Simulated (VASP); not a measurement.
Crystal: Y.

```xyz
2
Lattice="3.5393 0.0000 0.0000 -1.7696 3.0651 0.0000 0.0000 0.0000 5.5248" Properties=species:S:1:pos:R:3 pbc="T T T"
Y     0.0000    2.0434    1.3812
Y     1.7696    1.0217    4.1436
```

Base run:

- Program: VASP 6.6.1
- Functional: LDA
- Potentials or basis: VASP PAW LDA potentials, release 64 (Y_sv)
- Cutoff: 520 eV
- k mesh: 6 × 6 × 4
- Occupations: fermi-dirac, width 0.1 eV
- Spin: no spin polarisation

Its results: band gap on the k mesh zero (bands 11 and 12 overlap by 1.71 eV); pressure 0.0 GPa.

After a change of settings the same cell gave: band gap on the k mesh zero (bands 11 and 12 overlap by 1.18 eV); pressure -10.4 GPa. Which change was it?
A. k mesh from 6 × 6 × 4 to 2 × 2 × 1
B. k mesh from 6 × 6 × 4 to 10 × 10 × 6; occupations from fermi-dirac, width 0.1 eV to fermi-dirac, width 0.2 eV
C. k mesh from 6 × 6 × 4 to 4 × 4 × 2; further incar settings from ALGO = Normal; EDIFF = 1e-06; NBANDS = 18 to ALGO = Normal; EDIFF = 1e-07; NBANDS = 18
D. k mesh from 6 × 6 × 4 to 5 × 5 × 3

A.

Caveats: some runs use coarse meshes.
